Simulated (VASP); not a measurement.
# FeO (Wuestite) (Fm-3m) in VASP: notebook

Aim: see how the results for FeO (Wuestite) move with the level of theory and the settings. Levels: LDA, PBEsol. Tasks: single point.

Everything below comes from runs of VASP 6.6.1. Logs are shortened: lines on timing, memory, paths and dates and some standing lists are left out, and cuts for length are marked.

## (1) The cell of the first run

The structure is cubic, space group Fm-3m (No. 225). Conventional cell: a = 4.253 Å, b = 4.253 Å, c = 4.253 Å, α = 90.00°, β = 90.00°, γ = 90.00°. Fe (site symmetry m-3m) has 6 O at 2.13 Å within 2.8 Å. O (site symmetry m-3m) has 6 Fe at 2.13 Å within 2.8 Å.

## (2) Single point, LDA, collinear spin, ferromagnetic start (volume scaled by 0.96)

INCAR

```
SYSTEM = FeO
PREC = Accurate
ENCUT = 520
EDIFF = 1E-7
ISMEAR = -1
SIGMA = 0.05
LREAL = .FALSE.
LASPH = .TRUE.
NELM = 150
ALGO = Normal
ISIF = 2
LWAVE = .FALSE.
LCHARG = .TRUE.
ISPIN = 2
MAGMOM = 3 0
LORBIT = 11
LMAXMIX = 4
GGA = CA
LELF = .TRUE.
LVHAR = .TRUE.
NBANDS = 18
```

KPOINTS

```
Automatic mesh
0
G
  11 11 11
  0 0 0
```

POSCAR

```
FeO
1.0
    0.0000000000      2.1262694020      2.1262694020
    2.1262694020      0.0000000000      2.1262694020
    2.1262694020      2.1262694020      0.0000000000
Fe O
1 1
Direct
    0.0000000000      0.0000000000      0.0000000000
    0.5000000000      0.5000000000      0.5000000000
```

Potentials or basis: VASP PAW LDA potentials, release 64 (Fe, O).

Command:

```sh
$ cat potpaw_LDA.64/Fe/POTCAR potpaw_LDA.64/O/POTCAR > POTCAR
$ mpirun -np 1 vasp_std > vasp.out
```

OUTCAR:

```text
SYSTEM = FeO
   PREC = Accurate
   ENCUT = 520
   EDIFF = 1E-7
   ISMEAR = -1
   LREAL = .FALSE.
   LASPH = .TRUE.
   NELM = 150
   ISIF = 2
   ISPIN = 2
   LORBIT = 11
   GGA = CA

 ion  position               nearest neighbor table
   1  0.000  0.000  0.000-   2 2.13   2 2.13   2 2.13   2 2.13   2 2.13   2 2.13
   2  0.500  0.500  0.500-   1 2.13   1 2.13   1 2.13   1 2.13   1 2.13   1 2.13

  LATTYP: Found a face centered cubic cell.
 ALAT       =     4.2525388040

  Lattice vectors:

 A1 = (   0.0000000000,   2.1262694020,   2.1262694020)
 A2 = (   2.1262694020,   0.0000000000,   2.1262694020)
 A3 = (   2.1262694020,   2.1262694020,   0.0000000000)

Analysis of symmetry for initial positions (statically):
=====================================================================
 Subroutine PRICEL returns:
 Original cell was already a primitive cell.

 Routine SETGRP: Setting up the symmetry group for a
 face centered cubic supercell.

 Subroutine GETGRP returns: Found 48 space group operations
 (whereof 48 operations were pure point group operations)
 out of a pool of 48 trial point group operations.

The static configuration has the point symmetry O_h .

Analysis of symmetry for dynamics (positions and initial velocities):
=====================================================================
 Subroutine PRICEL returns:
 Original cell was already a primitive cell.

 Routine SETGRP: Setting up the symmetry group for a
 face centered cubic supercell.

 Subroutine GETGRP returns: Found 48 space group operations
 (whereof 48 operations were pure point group operations)
 out of a pool of 48 trial point group operations.

The dynamic configuration has the point symmetry O_h .

Analysis of structural, dynamic, and magnetic symmetry:
=====================================================================
 Subroutine PRICEL returns:
 Original cell was already a primitive cell.

 Routine SETGRP: Setting up the symmetry group for a
 face centered cubic supercell.

 Subroutine GETGRP returns: Found 48 space group operations
 (whereof 48 operations were pure point group operations)
 out of a pool of 48 trial point group operations.

The overall configuration has the point symmetry O_h .

 Subroutine INISYM returns: Found 48 space group operations
 (whereof 48 operations are pure point group operations),
 and found     1 'primitive' translations

----------------------------------------------------------------------------------------

                                     Primitive cell

  volume of cell :      19.2258

  direct lattice vectors                    reciprocal lattice vectors
     0.000000000  2.126269402  2.126269402    -0.235153645  0.235153645  0.235153645
     2.126269402  0.000000000  2.126269402     0.235153645 -0.235153645  0.235153645
     2.126269402  2.126269402  0.000000000     0.235153645  0.235153645 -0.235153645

  length of vectors
     3.006999026  3.006999026  3.006999026     0.407298061  0.407298061  0.407298061

  position of ions in fractional coordinates (direct lattice)
     0.000000000  0.000000000  0.000000000
     0.500000000  0.500000000  0.500000000

  ion indices of the primitive-cell ions
   primitive index   ion index
                 1           1
                 2           2

----------------------------------------------------------------------------------------

 KPOINTS: Automatic mesh

Automatic generation of k-mesh.
 Grid dimensions read from file:
 generate k-points for:   11   11   11

 Generating k-lattice:

  Cartesian coordinates                     Fractional coordinates (reciprocal lattice)
    -0.021377604  0.021377604  0.021377604     0.090909091  0.000000000  0.000000000
     0.021377604 -0.021377604  0.021377604     0.000000000  0.090909091  0.000000000
     0.021377604  0.021377604 -0.021377604     0.000000000  0.000000000  0.090909091

  Length of vectors
     0.037027096  0.037027096  0.037027096

  Shift w.r.t. Gamma in fractional coordinates (k-lattice)
     0.000000000  0.000000000  0.000000000

 Subroutine IBZKPT returns following result:
 ===========================================

 Found     56 irreducible k-points:

 Following reciprocal coordinates:
            Coordinates               Weight
  0.000000  0.000000  0.000000      1.000000
  0.090909  0.000000  0.000000      8.000000
  0.181818  0.000000  0.000000      8.000000
  0.272727  0.000000  0.000000      8.000000
  0.363636  0.000000  0.000000      8.000000
  0.454545  0.000000  0.000000      8.000000
[... 16 lines left out ...]
 -0.272727  0.181818  0.000000     24.000000
 -0.181818  0.181818  0.000000     12.000000
 [... further k-points ...]
   k-points           NKPTS =     56   k-points in BZ     NKDIM =     56   number of bands    NBANDS=     18
   number of dos      NEDOS =    301   number of ions     NIONS =      2
   total plane-waves  NPLWV =  13824
   dimension x,y,z NGX =    24 NGY =   24 NGZ =   24
   dimension x,y,z NGXF=    48 NGYF=   48 NGZF=   48
   ions per type =               1   1
   NGX,Y,Z   is equivalent  to a cutoff of  13.27, 13.27, 13.27 a.u.
   NGXF,Y,Z  is equivalent  to a cutoff of  26.54, 26.54, 26.54 a.u.
 SYSTEM =  FeO
   PREC   = accura    normal or accurate (medium, high low for compatibility)
   ISTART =      0    job   : 0-new  1-cont  2-samecut
   ICHARG =      2    charge: 1-file 2-atom 10-const
   ISPIN  =      2    spin polarized calculation?
   LNONCOLLINEAR =      F non collinear calculations
   LSORBIT =      F    spin-orbit coupling
   LASPH  =      T    aspherical Exc in radial PAW
   ENCUT  =  520.0 eV  38.22 Ry    6.18 a.u.   5.59  5.59  5.59*2*pi/ulx,y,z
   NELM   =    150;   NELMIN=  2; NELMDL= -5     # of ELM steps
   EDIFF  = 0.1E-06   stopping-criterion for ELM
   LREAL  =      F    real-space projection
   EDIFFG = 0.1E-05   stopping-criterion for IOM
   NSW    =      0    number of steps for IOM
   IBRION =     -1    ionic relax: 0-MD 1-quasi-New 2-CG
   NFREE  =      0    steps in history (QN), initial steepest desc. (CG)
   ISIF   =      2    stress and relaxation
   ISYM   =      2    0-nonsym 1-usesym 2-fastsym
   POTIM  = 0.5000    time-step for ionic-motion
   TEBEG  =    0.0;   TEEND  =   0.0 temperature during run
   PSTRESS=    0.0 pullay stress
   NELECT =      14.0000    total number of electrons
[... 32 lines left out ...]

  energy without entropy =      -16.45273545  energy(sigma->0) =      -16.46021165

 E-fermi :   6.2795     XC(G=0): -12.8482

 val. band max:        6.2791036751   @ k =  -0.3636   0.0909   0.0000
 cond. band min:       6.2812538943   @ k =   0.2727   0.0909   0.0000
 fundamental gap:      0.0021502192
 Fermi energy:         6.2795338889

 spin component 1

 k-point     1 :       0.0000    0.0000    0.0000
  band No.  band energies     occupation
      1     -14.4480      1.00000
      2       2.3822      1.00000
      3       2.3822      1.00000
      4       2.3822      1.00000
      5       2.6438      1.00000
      6       2.6438      1.00000
[... 10 lines left out ...]
     17      27.6383      0.00000
     18      30.5246      0.00000

 k-point     2 :       0.0909    0.0000    0.0000
  band No.  band energies     occupation
      1     -14.3567      1.00000
      2       1.5226      1.00000
      3       1.6957      1.00000
      4       1.6957      1.00000
      5       2.7401      1.00000
      6       2.7401      1.00000
[... 10 lines left out ...]
     17      28.5673      0.00000
     18      31.9393      0.00000

 k-point     3 :       0.1818    0.0000    0.0000
  band No.  band energies     occupation
      1     -14.1015      1.00000
      2       0.2151      1.00000
      3       0.9095      1.00000
      4       0.9095      1.00000
      5       2.9217      1.00000
      6       2.9217      1.00000
[... 10 lines left out ...]
     17      30.7984      0.00000
     18      34.1685      0.00000

 k-point     4 :       0.2727    0.0000    0.0000
  band No.  band energies     occupation
      1     -13.7413      1.00000
      2      -1.0747      1.00000
      3       0.2681      1.00000
      4       0.2681      1.00000
      5       3.1663      1.00000
      6       3.1663      1.00000
[... 375 lines left out ...]
      4      -0.3352      1.00000
      5       3.4535      1.00000
      6       3.4781      1.00000
[... 10 lines left out ...]
     17      33.5652      0.00000
     18      34.6334      0.00000

 k-point    23 :      -0.2727    0.1818    0.0000
  band No.  band energies     occupation
      1     -13.3594      1.00000
      2      -1.7587      1.00000
      3      -0.2365      1.00000
      4      -0.0256      1.00000
      5       3.2397      1.00000
      6       3.4797      1.00000
[... 10 lines left out ...]
     17      33.3072      0.00000
     18      35.1339      0.00000

 k-point    24 :      -0.1818    0.1818    0.0000
  band No.  band energies     occupation
      1     -13.6546      1.00000
      2      -1.1585      1.00000
      3       0.0337      1.00000
      4       0.4820      1.00000
      5       3.0396      1.00000
      6       3.3997      1.00000
[... 10 lines left out ...]
     17      33.4309      0.00000
     18      35.1588      0.00000

 [... further k-points ...]

 spin component 2

 k-point     1 :       0.0000    0.0000    0.0000
  band No.  band energies     occupation
      1     -13.8819      1.00000
      2       2.9850      1.00000
      3       2.9850      1.00000
      4       2.9850      1.00000
      5       5.4620      1.00000
      6       5.4620      1.00000
[... 10 lines left out ...]
     17      28.9220      0.00000
     18      31.6796      0.00000

 k-point     2 :       0.0909    0.0000    0.0000
  band No.  band energies     occupation
      1     -13.7899      1.00000
      2       2.3285      1.00000
      3       2.7060      1.00000
      4       2.7060      1.00000
      5       5.5725      1.00000
      6       5.5726      1.00000
[... 10 lines left out ...]
     17      29.7851      0.00000
     18      33.1389      0.00000

 k-point     3 :       0.1818    0.0000    0.0000
  band No.  band energies     occupation
      1     -13.5327      1.00000
      2       1.0328      1.00000
      3       2.1314      1.00000
      4       2.1314      1.00000
      5       5.8203      0.99990
      6       5.8264      0.99988
[... 10 lines left out ...]
     17      31.8110      0.00000
     18      35.3619      0.00000

 k-point     4 :       0.2727    0.0000    0.0000
  band No.  band energies     occupation
      1     -13.1695      1.00000
      2      -0.2799      1.00000
      3       1.5653      1.00000
      4       1.5653      1.00000
      5       6.1359      0.94652
      6       6.1509      0.92908
[... 375 lines left out ...]
      4       0.9616      1.00000
      5       6.5169      0.00860
      6       6.5257      0.00722
[... 10 lines left out ...]
     17      34.2186      0.00000
     18      35.3752      0.00000

 k-point    23 :      -0.2727    0.1818    0.0000
  band No.  band energies     occupation
      1     -12.7795      1.00000
      2      -0.9317      1.00000
      3       0.9540      1.00000
      4       1.0892      1.00000
      5       6.2434      0.67316
      6       6.4111      0.06715
[... 10 lines left out ...]
     17      33.9748      0.00000
     18      35.9833      0.00000

 k-point    24 :      -0.1818    0.1818    0.0000
  band No.  band energies     occupation
      1     -13.0799      1.00000
      2      -0.2998      1.00000
      3       1.3697      1.00000
      4       1.4725      1.00000
      5       5.9806      0.99747
      6       6.2338      0.71411
[... 10 lines left out ...]
     17      34.2377      0.00000
     18      35.9939      0.00000

 [... further k-points ...]
[... 5 lines left out ...]
  --------------------------------------------------------------------------------------
  -------------------------------------------------------------------------------------
  Total       -1.0817139     -1.0817139     -1.0817139      0.0000000      0.0000000      0.0000000
  in kB      -90.1442730    -90.1442730    -90.1442730      0.0000000      0.0000000      0.0000000
  external PRESSURE =     -90.1442730 kB  Pullay stress =       0.0000000 kB

 VOLUME and BASIS-vectors are now :
 -----------------------------------------------------------------------------
  energy-cutoff  :      520.00
  volume of cell :       19.23
      direct lattice vectors                 reciprocal lattice vectors
     0.000000000  2.126269402  2.126269402    -0.235153645  0.235153645  0.235153645
     2.126269402  0.000000000  2.126269402     0.235153645 -0.235153645  0.235153645
     2.126269402  2.126269402  0.000000000     0.235153645  0.235153645 -0.235153645

 POSITION                                       TOTAL-FORCE (eV/Angst)
 -----------------------------------------------------------------------------------
      0.00000      0.00000      0.00000        -0.000000     -0.000000     -0.000000
      2.12627      2.12627      2.12627         0.000000      0.000000      0.000000
 -----------------------------------------------------------------------------------
    total drift:                                0.000000     -0.000000      0.000000

  FREE ENERGIE OF THE ION-ELECTRON SYSTEM (eV)
  ---------------------------------------------------
  free  energy   TOTEN  =       -16.4676878466 eV

  energy  without entropy=      -16.4527354548  energy(sigma->0) =      -16.46021165

 total charge

# of ion       s       p       d       tot
------------------------------------------
    1        0.304   0.392   6.144   6.840
    2        1.545   3.427   0.000   4.972
--------------------------------------------------
tot          1.849   3.819   6.144  11.813

 magnetization (x)

# of ion       s       p       d       tot
------------------------------------------
    1        0.025   0.022   3.472   3.518
    2        0.032   0.277   0.000   0.308
--------------------------------------------------
tot          0.056   0.299   3.472   3.827
```

Wall time 35 s (1 thread of Intel Xeon Platinum 8488C (Sapphire Rapids), shared host); peak memory 0.15 GiB.

Results:

- Free energy: -16.4677 eV
- Pressure: -9.0 GPa
- Net moment: 3.93 μB per cell
- Site moments: Fe +3.52; O +0.31 μB
- Valence electrons inside the program's atomic spheres: Fe 6.84; O 4.97

Caveat: a cell with one magnetic atom can't hold antiferromagnetic order, which such compounds often take; semilocal functionals often make such compounds metallic where correlation or magnetic order opens a gap, which also shifts bond lengths.

## (3) Single point, PBEsol, collinear spin, ferromagnetic start (volume scaled by 0.96)

INCAR

```
PREC = Accurate ; ENCUT = 520
EDIFF = 1E-6 ; ISMEAR = -1
SIGMA = 0.05 ; LREAL = F
LASPH = T ; NELM = 150
ALGO = Normal ; ISIF = 2
LWAVE = F ; LCHARG = F
ISPIN = 2 ; MAGMOM = 3 0
LORBIT = 11 ; LMAXMIX = 4
GGA = PS ; NBANDS = 18
```

KPOINTS

```
Automatic mesh
0
Gamma
  11 11 11
```

POSCAR is that of step 2.

Potentials or basis: VASP PAW PBE potentials, release 64 (Fe, O).

Command:

```sh
$ cat potpaw_PBE.64/Fe/POTCAR potpaw_PBE.64/O/POTCAR > POTCAR
$ mpirun -np 1 vasp_std > vasp.out
```

Wall time 29 s (1 thread of Intel Xeon Platinum 8488C (Sapphire Rapids), shared host); peak memory 0.16 GiB.

Results (log left out):

| Item | Value |
| --- | --- |
| Free energy | -15.8658 eV |
| Pressure | -0.6 GPa |
| Band gap on the k mesh | zero (filled and empty bands overlap) |
| Net moment | 4.00 μB per cell |
| Site moments | Fe +3.60; O +0.31 μB |
| Valence electrons inside the program's atomic spheres | Fe 6.81; O 4.99 |

Levels at points of the mesh, in eV from the Fermi level:
Spin up:
| k point | band 6 | band 7 | band 8 | band 9 | band 10 | band 11 | band 12 | band 13 |
| --- | --- | --- | --- | --- | --- | --- | --- | --- |
| (0.00, 0.00, 0.00) | -3.92 | -3.92 | -3.67 | -3.67 | 0.23 | 15.38 | 17.21 | 17.21 |
Spin down:
```tsv
k point	band 1	band 2	band 3	band 4	band 5	band 6	band 7	band 8	band 9	band 10
(0.00, 0.00, 0.00)	-20.46	-3.37	-3.37	-3.37	-0.80	-0.80	-0.80	0.10	0.10	1.05
```

Caveat: the PAW data sets were made with another functional, which shifts forces and pressure a little; a cell with one magnetic atom can't hold antiferromagnetic order, which such compounds often take; semilocal functionals often make such compounds metallic where correlation or magnetic order opens a gap, which also shifts bond lengths.

## (4) Single point, LDA, collinear spin, ferromagnetic start (volume scaled by 0.98)

INCAR

```
SYSTEM = FeO
PREC = Accurate
ENCUT = 520
EDIFF = 1E-6
ISMEAR = -1
SIGMA = 0.05
LREAL = .False.
LASPH = .True.
NELM = 150
ALGO = Normal
ISIF = 2
LWAVE = .False.
LCHARG = .True.
ISPIN = 2
MAGMOM = 3 0
LORBIT = 11
LMAXMIX = 4
GGA = CA
LELF = .True.
LVHAR = .True.
NBANDS = 18
```

KPOINTS

```
Automatic mesh
0
Gamma
  11 11 11
  0 0 0
```

POSCAR

```
FeO
1.0
    0.0000000000      2.1409337923      2.1409337923
    2.1409337923      0.0000000000      2.1409337923
    2.1409337923      2.1409337923      0.0000000000
Fe O
1 1
Direct
    0.0000000000      0.0000000000      0.0000000000
    0.5000000000      0.5000000000      0.5000000000
```

Potentials or basis: VASP PAW LDA potentials, release 64 (Fe, O).

Command:

```sh
$ cat potpaw_LDA.64/Fe/POTCAR potpaw_LDA.64/O/POTCAR > POTCAR
$ mpirun -np 1 vasp_std > vasp.out
```

Run time: 30 s. Hardware: 1 thread of Intel Xeon Platinum 8488C (Sapphire Rapids), shared host; peak memory 0.15 GiB.

Results (log left out):

- Free energy: -16.4417 eV
- Pressure: -12.3 GPa
- Band gap on the k mesh: zero (filled and empty bands overlap)
- Net moment: 3.97 μB per cell
- Site moments: Fe +3.55; O +0.32 μB
- Valence electrons inside the program's atomic spheres: Fe 6.80; O 4.96

Levels at points of the mesh, in eV from the Fermi level:
Spin up:
```csv
k point,band 5,band 6,band 7,band 8,band 9,band 10,band 11,band 12,band 13,band 14
"(0.00, 0.00, 0.00)",-3.63,-3.63,-3.63,-3.34,-3.34,0.36,15.47,17.18,17.18,17.18
```
Spin down:
```
           k point  band 3  band 4  band 5  band 6  band 7  band 8
(0.00, 0.00, 0.00)   -3.20   -3.20   -0.77   -0.77   -0.77   -0.03
```

Caveat: a cell with one magnetic atom can't hold antiferromagnetic order, which such compounds often take; semilocal functionals often make such compounds metallic where correlation or magnetic order opens a gap, which also shifts bond lengths.

## (5) Overview

```csv
level,potentials or basis,cell,gap on the mesh (eV),pressure (GPa),moment (μB)
LDA,"VASP PAW LDA potentials, release 64 (Fe, O)","a = 3.007 Å, angles 60.0°, 2 atoms",none,-9.0,3.93
PBEsol,"VASP PAW PBE potentials, release 64 (Fe, O)","a = 3.007 Å, angles 60.0°, 2 atoms",none,-0.6,4.00
LDA,"VASP PAW LDA potentials, release 64 (Fe, O)","a = 3.028 Å, angles 60.0°, 2 atoms",none,-12.3,3.97
```

Alike in all rows: task single point; spin collinear, ferromagnetic start; k mesh 11 × 11 × 11; cutoff (eV) 520; smearing fermi-dirac 0.05 eV.

Caveats: a cell with one magnetic atom can't hold antiferromagnetic order, which such compounds often take; semilocal functionals often make such compounds metallic where correlation or magnetic order opens a gap, which also shifts bond lengths; the PAW data sets were made with another functional, which shifts forces and pressure a little (some runs).

Absolute energies hang on the potentials; compare differences alone.
